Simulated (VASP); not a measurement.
Write the native input for VASP 6.6.1 that does the following.

```
Task                                : relaxation of the atoms
Functional                          : PBE
Potentials or basis                 : VASP PAW PBE potentials, release 64 (C, Si)
Cutoff                              : 520 eV
k mesh                              : 9 × 9 × 1
Occupations                         : gaussian, width 0.05 eV
Spin                                : collinear spin
Starting moments                    : [0.0, 0.0, 0.0, 2.0, 0.0, 0.0, 0.0] μB
Dipole correction                   : yes
Atoms held fixed (from 0)           : [0, 1, 2, 4, 5, 6]
Further INCAR settings              : ALGO = Normal; EDIFF = 1e-06; IBRION = 2; EDIFFG = -0.025; NSW = 36
Atoms held along some axes (from 0) : atom 3 along a and b
```

The structure of Si3C4 lies in POSCAR:

```
Si3C4
1.0
    3.0967390168      0.0000000000      0.0000000000
    0.0000000000      3.0967390168      0.0000000000
    0.0000000000      0.0000000000     20.9699133985
C Si
4 3
Selective dynamics
Direct
    0.0000000000      0.5000000000      0.1907494764  F F F
    0.5000000000      0.0000000000      0.2951717082  F F F
    0.0000000000      0.5000000000      0.3986724483  F F F
    0.7500000000      1.0000000000      0.4799859052  F F T
    0.5000000000      0.5000000000      0.2429605923  F F F
    0.0000000000      0.0000000000      0.3461922397  F F F
    0.5000000000      0.5000000000      0.4515952555  F F F
```

The input as run:

INCAR

```
SYSTEM = Si3C4
PREC     = Accurate       ! precision mode
ENCUT    = 520            ! plane-wave cutoff, eV
EDIFF    = 1E-6           ! SCF threshold, eV
ISMEAR   = 0              ! smearing method
SIGMA    = 0.05           ! smearing width, eV
LREAL    = .FALSE.        ! projectors in reciprocal space
LASPH    = .TRUE.         ! aspherical terms in the spheres
NELM     = 150            ! most SCF steps
ALGO     = Normal         ! electronic algorithm
ISIF     = 2              ! what is computed and relaxed
LWAVE    = .FALSE.        ! write WAVECAR
LCHARG   = .FALSE.        ! write CHGCAR
ISPIN    = 2              ! spin polarisation
MAGMOM   = 0 0 0 2 0 0 0  ! initial moments
LORBIT   = 11             ! projections on sites
LDIPOL   = .TRUE.       
IDIPOL   = 3            
DIPOL    = 0.5 0.5 0.344
GGA      = PE             ! functional
IBRION   = 2              ! ionic algorithm
NSW      = 36             ! ionic steps
EDIFFG   = -0.025         ! ionic threshold
KPAR     = 4
```

KPOINTS

```
Automatic mesh
0
G
  9 9 1
  0 0 0
```

Potentials or basis: VASP PAW PBE potentials, release 64 (C, Si).

Run with:

```bash
$ cat potpaw_PBE.64/C/POTCAR potpaw_PBE.64/Si/POTCAR > POTCAR
$ mpirun -np 4 vasp_std > vasp.out
```

Results of the run:

| Property | Result |
| --- | --- |
| Energy gained by relaxing | 12.5 meV/atom |
| Ionic steps | 3 |
| Band gap on the k mesh | zero (filled and empty bands overlap) |
| Net moment | 0.00 μB per cell |
| Valence electrons inside the program's atomic spheres | C 2.23, 2.52, 2.51, 2.25; Si 1.67, 1.66 (each value once) |

It took 5.5 min on 4 MPI ranks on Intel(R) Xeon(R) Platinum 8488C (Sapphire Rapids), on a shared host, peak memory 0.45 GiB a rank.
